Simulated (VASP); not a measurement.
# TlBr (Pm-3m) in VASP: single point with r2SCAN

Aim: the single point of TlBr with r2SCAN.

All numbers are computed with VASP 6.6.1; they aren't measurements. Logs are shortened: lines on timing, memory, paths and dates and some standing lists are left out, and cuts for length are marked.

## (1) The cell of the first run

It takes space group Pm-3m (No. 221, cubic). The conventional cell has a = 3.915 Å, b = 3.915 Å, c = 3.915 Å, α = 90.00°, β = 90.00°, γ = 90.00°. Within 4.5 Å of Tl (site symmetry m-3m) lie 8 Br at 3.39 Å and 6 Tl at 3.92 Å. Within 4.5 Å of Br (site symmetry m-3m) lie 8 Tl at 3.39 Å and 6 Br at 3.92 Å.

## (2) Single point, r2SCAN, collinear spin, ferromagnetic start

POSCAR

```
TlBr
1.0
    3.9150540000      0.0000000000      0.0000000000
    0.0000000000      3.9150540000      0.0000000000
    0.0000000000      0.0000000000      3.9150540000
Tl Br
1 1
Direct
    0.0000000000      0.0000000000      0.0000000000
    0.5000000000      0.5000000000      0.5000000000
```

INCAR.step1

```
ALGO     = Normal         # electronic algorithm
EDIFF    = 1E-5           # SCF threshold, eV
ENCUT    = 550            # plane-wave cutoff, eV
GGA      = PE             # functional
GGA_COMPAT= F            
ISMEAR   = -1             # smearing method
ISPIN    = 2              # spin polarisation
LASPH    = T              # aspherical terms in the spheres
LCHARG   = F              # write CHGCAR
LREAL    = F              # projectors in reciprocal space
LWAVE    = T              # write WAVECAR
MAGMOM   = 0.5 0.5        # initial moments
NBANDS   = 21             # bands
NELECT   = 19.0         
NELM     = 200            # most SCF steps
PREC     = Accurate       # precision mode
SIGMA    = 0.0736         # smearing width, eV
```

INCAR.step2

```
ALGO     = Normal         # electronic algorithm
EDIFF    = 1E-6           # SCF threshold, eV
ENCUT    = 550            # plane-wave cutoff, eV
GGA_COMPAT= F            
ISIF     = 2              # what is computed and relaxed
ISMEAR   = -1             # smearing method
ISPIN    = 2              # spin polarisation
ISTART   = 1            
LASPH    = T              # aspherical terms in the spheres
LCHARG   = T              # write CHGCAR
LELF     = T              # ELF
LMIXTAU  = T            
LORBIT   = 11             # projections on sites
LREAL    = F              # projectors in reciprocal space
LVHAR    = T            
LWAVE    = F              # write WAVECAR
MAGMOM   = 0.5 0.5        # initial moments
METAGGA  = R2SCAN         # meta-GGA
NBANDS   = 21             # bands
NELECT   = 19.0         
NELM     = 200            # most SCF steps
PREC     = Accurate       # precision mode
SIGMA    = 0.0736         # smearing width, eV
```

KPOINTS

```
k-points
0
Gamma
  6 6 6
```

Potentials or basis: VASP PAW PBE potentials, release 64 (Tl_d, Br).

Started as:

```sh
> cat potpaw_PBE.64/Tl_d/POTCAR potpaw_PBE.64/Br/POTCAR > POTCAR
> cp INCAR.step1 INCAR
> mpirun -np 1 vasp_std > vasp.out
> cp INCAR.step2 INCAR
> mpirun -np 1 vasp_std > vasp.out
```

OUTCAR:

```text
EDIFF = 1E-6
   ENCUT = 550
   ISIF = 2
   ISMEAR = -1
   ISPIN = 2
   ISTART = 1
   LASPH = T
   LORBIT = 11
   LREAL = F
   METAGGA = R2SCAN
   NELECT = 19.0
   NELM = 200
   PREC = Accurate

 ion  position               nearest neighbor table
   1  0.000  0.000  0.000-   2 3.39   2 3.39   2 3.39   2 3.39   2 3.39   2 3.39   2 3.39   2 3.39

   2  0.500  0.500  0.500-   1 3.39   1 3.39   1 3.39   1 3.39   1 3.39   1 3.39   1 3.39   1 3.39

  LATTYP: Found a simple cubic cell.
 ALAT       =     3.9150540000

  Lattice vectors:

 A1 = (   3.9150540000,   0.0000000000,   0.0000000000)
 A2 = (   0.0000000000,   3.9150540000,   0.0000000000)
 A3 = (   0.0000000000,   0.0000000000,   3.9150540000)

Analysis of symmetry for initial positions (statically):
=====================================================================
 Subroutine PRICEL returns:
 Original cell was already a primitive cell.

 Routine SETGRP: Setting up the symmetry group for a
 simple cubic supercell.

 Subroutine GETGRP returns: Found 48 space group operations
 (whereof 48 operations were pure point group operations)
 out of a pool of 48 trial point group operations.

The static configuration has the point symmetry O_h .

Analysis of symmetry for dynamics (positions and initial velocities):
=====================================================================
 Subroutine PRICEL returns:
 Original cell was already a primitive cell.

 Routine SETGRP: Setting up the symmetry group for a
 simple cubic supercell.

 Subroutine GETGRP returns: Found 48 space group operations
 (whereof 48 operations were pure point group operations)
 out of a pool of 48 trial point group operations.

The dynamic configuration has the point symmetry O_h .

Analysis of structural, dynamic, and magnetic symmetry:
=====================================================================
 Subroutine PRICEL returns:
 Original cell was already a primitive cell.

 Routine SETGRP: Setting up the symmetry group for a
 simple cubic supercell.

 Subroutine GETGRP returns: Found 48 space group operations
 (whereof 48 operations were pure point group operations)
 out of a pool of 48 trial point group operations.

The overall configuration has the point symmetry O_h .

 Subroutine INISYM returns: Found 48 space group operations
 (whereof 48 operations are pure point group operations),
 and found     1 'primitive' translations

----------------------------------------------------------------------------------------

                                     Primitive cell

  volume of cell :      60.0086

  direct lattice vectors                    reciprocal lattice vectors
     3.915054000  0.000000000  0.000000000     0.255424319  0.000000000  0.000000000
     0.000000000  3.915054000  0.000000000     0.000000000  0.255424319  0.000000000
     0.000000000  0.000000000  3.915054000     0.000000000  0.000000000  0.255424319

  length of vectors
     3.915054000  3.915054000  3.915054000     0.255424319  0.255424319  0.255424319

  position of ions in fractional coordinates (direct lattice)
     0.000000000  0.000000000  0.000000000
     0.500000000  0.500000000  0.500000000

  ion indices of the primitive-cell ions
   primitive index   ion index
                 1           1
                 2           2

----------------------------------------------------------------------------------------

 KPOINTS: k-points

Automatic generation of k-mesh.
 Grid dimensions read from file:
 generate k-points for:    6    6    6

 Generating k-lattice:

  Cartesian coordinates                     Fractional coordinates (reciprocal lattice)
     0.042570720  0.000000000  0.000000000     0.166666667  0.000000000  0.000000000
     0.000000000  0.042570720  0.000000000     0.000000000  0.166666667  0.000000000
     0.000000000  0.000000000  0.042570720     0.000000000  0.000000000  0.166666667

  Length of vectors
     0.042570720  0.042570720  0.042570720

  Shift w.r.t. Gamma in fractional coordinates (k-lattice)
     0.000000000  0.000000000  0.000000000

 Subroutine IBZKPT returns following result:
 ===========================================

 Found     20 irreducible k-points:

 Following reciprocal coordinates:
            Coordinates               Weight
  0.000000  0.000000  0.000000      1.000000
  0.166667  0.000000  0.000000      6.000000
  0.333333  0.000000  0.000000      6.000000
  0.500000  0.000000  0.000000      3.000000
  0.166667  0.166667  0.000000     12.000000
  0.333333  0.166667  0.000000     24.000000
[... 12 lines left out ...]
  0.500000  0.500000  0.333333      6.000000
  0.500000  0.500000  0.500000      1.000000
   k-points           NKPTS =     20   k-points in BZ     NKDIM =     20   number of bands    NBANDS=     21
   number of dos      NEDOS =    301   number of ions     NIONS =      2
   total plane-waves  NPLWV =  27000
   dimension x,y,z NGX =    30 NGY =   30 NGZ =   30
   dimension x,y,z NGXF=    60 NGYF=   60 NGZF=   60
   ions per type =               1   1
   NGX,Y,Z   is equivalent  to a cutoff of  12.74, 12.74, 12.74 a.u.
   NGXF,Y,Z  is equivalent  to a cutoff of  25.48, 25.48, 25.48 a.u.
 SYSTEM =  unknown system
   PREC   = accura    normal or accurate (medium, high low for compatibility)
   ISTART =      1    job   : 0-new  1-cont  2-samecut
   ICHARG =      0    charge: 1-file 2-atom 10-const
   ISPIN  =      2    spin polarized calculation?
   LNONCOLLINEAR =      F non collinear calculations
   LSORBIT =      F    spin-orbit coupling
   LASPH  =      T    aspherical Exc in radial PAW
   ENCUT  =  550.0 eV  40.42 Ry    6.36 a.u.   7.49  7.49  7.49*2*pi/ulx,y,z
   NELM   =    200;   NELMIN=  2; NELMDL=  0     # of ELM steps
   EDIFF  = 0.1E-05   stopping-criterion for ELM
   LREAL  =      F    real-space projection
   EDIFFG = 0.1E-04   stopping-criterion for IOM
   NSW    =      0    number of steps for IOM
   IBRION =     -1    ionic relax: 0-MD 1-quasi-New 2-CG
   NFREE  =      0    steps in history (QN), initial steepest desc. (CG)
   ISIF   =      2    stress and relaxation
   ISYM   =      2    0-nonsym 1-usesym 2-fastsym
   POTIM  = 0.5000    time-step for ionic-motion
   TEBEG  =    0.0;   TEEND  =   0.0 temperature during run
   PSTRESS=    0.0 pullay stress
   NELECT =      19.0000    total number of electrons
   NUPDOWN=      -1.0000    fix difference up-down
   EMIN   =  10.00;   EMAX   =-10.00  energy-range for DOS
   EFERMI =   0.00;   METHOD = LEGACY
   ISMEAR =    -1;   SIGMA  =   0.07  broadening in eV -4-tet -1-fermi 0-gaus
   EFERMI_NEDOS =   21; number of points for ismear=-14 and -15
   IALGO  =     38    algorithm
   IMIX   =      4    mixing-type and parameters
     AMIX     =   0.40;   BMIX     =  1.00
     AMIX_MAG =   1.60;   BMIX_MAG =  1.00
  volume/ion in A,a.u.               =      30.00       202.48
  Fermi-wavevector in a.u.,A,eV,Ry     =   1.115805  2.108566 16.939534  1.245021
  Thomas-Fermi vector in A             =   2.252413
   LORBIT       =     11    0 simple, 1 ext, 2 COOP (PROOUT), +10 PAW based schemes
   METAGGA = R2SCAN    functional components
   LHFCALC =     F    Hartree Fock is set to
   AEXX    =    0.0000 exact exchange contribution
   IVDW    =     0    specifies the selected vdW correction
   LEPSILON=     F    determine dielectric tensor
   LRPA    =     F    only Hartree local field effects (RPA)
 spin polarized calculation
  energy-cutoff  :      550.00
  volume of cell :       60.01
 maximum number of plane-waves:      1791
 NGX is ok and might be reduce to    30
   NGX = 15   NGY = 15   NGZ = 15

 number of electron      18.9999996 magnetization      -0.0000002

 number of electron      18.9999996 magnetization       0.0000001

 Free energy of the ion-electron system (eV)
  ---------------------------------------------------
  ext. energy  EPLUGINS =         0.00000000
  ---------------------------------------------------
  free energy    TOTEN  =       -70.31512550 eV

  energy without entropy =      -70.29396364  energy(sigma->0) =      -70.30454457

 E-fermi :   1.4205     XC(G=0):  -9.3522

 val. band max:        1.3353380367   @ k =   0.3333   0.3333   0.0000
 cond. band min:       1.6305848142   @ k =   0.5000   0.1667   0.1667
 fundamental gap:      0.2952467775
 Fermi energy:         1.4205436126

 spin component 1

 k-point     1 :       0.0000    0.0000    0.0000
  band No.  band energies     occupation
      1     -12.4882      1.00000
      2      -7.8376      1.00000
      3      -7.8376      1.00000
      4      -7.6521      1.00000
      5      -7.6521      1.00000
      6      -7.6521      1.00000
[... 13 lines left out ...]
     20      19.2079      0.00000
     21      19.2079      0.00000

 k-point     2 :       0.1667    0.0000    0.0000
  band No.  band energies     occupation
      1     -12.4319      1.00000
      2      -7.8348      1.00000
      3      -7.8020      1.00000
      4      -7.6697      1.00000
      5      -7.6697      1.00000
      6      -7.6505      1.00000
[... 13 lines left out ...]
     20      16.9430      0.00000
     21      20.4350      0.00000
[... 390 lines left out ...]
      4      -7.7688      1.00000
      5      -7.6292      1.00000
      6      -7.5871      1.00000
[... 13 lines left out ...]
     20      20.5075      0.00000
     21      20.5075      0.00000

 k-point    20 :       0.5000    0.5000    0.5000
  band No.  band energies     occupation
      1     -11.9370      1.00000
      2      -7.8073      1.00000
      3      -7.8073      1.00000
      4      -7.8073      1.00000
      5      -7.5862      1.00000
      6      -7.5862      1.00000
[... 13 lines left out ...]
     20      20.8850      0.00000
     21      20.8850      0.00000
 Fermi energy:         1.4205436126

 spin component 2

 k-point     1 :       0.0000    0.0000    0.0000
  band No.  band energies     occupation
      1     -12.4882      1.00000
      2      -7.8376      1.00000
      3      -7.8376      1.00000
      4      -7.6521      1.00000
      5      -7.6521      1.00000
      6      -7.6521      1.00000
[... 13 lines left out ...]
     20      19.2079      0.00000
     21      19.2079      0.00000

 k-point     2 :       0.1667    0.0000    0.0000
  band No.  band energies     occupation
      1     -12.4319      1.00000
      2      -7.8348      1.00000
      3      -7.8020      1.00000
      4      -7.6697      1.00000
      5      -7.6697      1.00000
      6      -7.6505      1.00000
[... 13 lines left out ...]
     20      16.9430      0.00000
     21      20.4350      0.00000
[... 391 lines left out ...]
      5      -7.6292      1.00000
      6      -7.5871      1.00000
[... 13 lines left out ...]
     20      20.5075      0.00000
     21      20.5075      0.00000

 k-point    20 :       0.5000    0.5000    0.5000
  band No.  band energies     occupation
      1     -11.9370      1.00000
      2      -7.8073      1.00000
      3      -7.8073      1.00000
      4      -7.8073      1.00000
      5      -7.5862      1.00000
      6      -7.5862      1.00000
[... 13 lines left out ...]
     20      20.8850      0.00000
     21      20.8850      0.00000

------------------------ aborting loop because EDIFF is reached ----------------------------------------

  FORCE on cell =-STRESS in cart. coord.  units (eV):
  Direction    XX          YY          ZZ          XY          YZ          ZX
  --------------------------------------------------------------------------------------
  -------------------------------------------------------------------------------------
  Total       -9.9792856     -9.9792856     -9.9792856     -0.0000000     -0.0000000     -0.0000000
  in kB     -266.4383669   -266.4383669   -266.4383669     -0.0000000     -0.0000000     -0.0000000
  external PRESSURE =    -266.4383669 kB  Pullay stress =       0.0000000 kB

 VOLUME and BASIS-vectors are now :
 -----------------------------------------------------------------------------
  energy-cutoff  :      550.00
  volume of cell :       60.01
      direct lattice vectors                 reciprocal lattice vectors
     3.915054000  0.000000000  0.000000000     0.255424319  0.000000000  0.000000000
     0.000000000  3.915054000  0.000000000     0.000000000  0.255424319  0.000000000
     0.000000000  0.000000000  3.915054000     0.000000000  0.000000000  0.255424319

 POSITION                                       TOTAL-FORCE (eV/Angst)
 -----------------------------------------------------------------------------------
      0.00000      0.00000      0.00000         0.000000      0.000000      0.000000
      1.95753      1.95753      1.95753         0.000000      0.000000      0.000000
 -----------------------------------------------------------------------------------
    total drift:                                0.000000     -0.000000     -0.000000

  FREE ENERGIE OF THE ION-ELECTRON SYSTEM (eV)
  ---------------------------------------------------
  free  energy   TOTEN  =       -70.3151255004 eV

  energy  without entropy=      -70.2939636362  energy(sigma->0) =      -70.30454457

 total charge

# of ion       s       p       d       tot
------------------------------------------
    1        1.082   0.097   9.662  10.841
    2        1.624   2.997   0.007   4.628
--------------------------------------------------
tot          2.706   3.094   9.669  15.469

 magnetization (x)

# of ion       s       p       d       tot
------------------------------------------
    1        0.000   0.000  -0.000   0.000
    2        0.000  -0.000   0.000   0.000
--------------------------------------------------
tot          0.000  -0.000  -0.000   0.000
```

Run time: 4.1 min. Hardware: 1 thread of Intel Xeon 8259CL, shared host; peak memory 0.22 GiB.

What came out:

```yaml
Free_energy: -70.3151 eV
Net_moment: 0.00 μB per cell
Valence_electrons_inside_the_program's_atomic_spheres: Tl 10.84; Br 4.63
```

Caveat: the cell carries a net charge on a neutralising background, which shifts energy and pressure; the cell is charged against a uniform background, so pressure and absolute levels hang on convention; the PAW data sets were made with another functional, which shifts forces and pressure a little; spin-orbit coupling is left out, which moves the levels of the heavy elements.
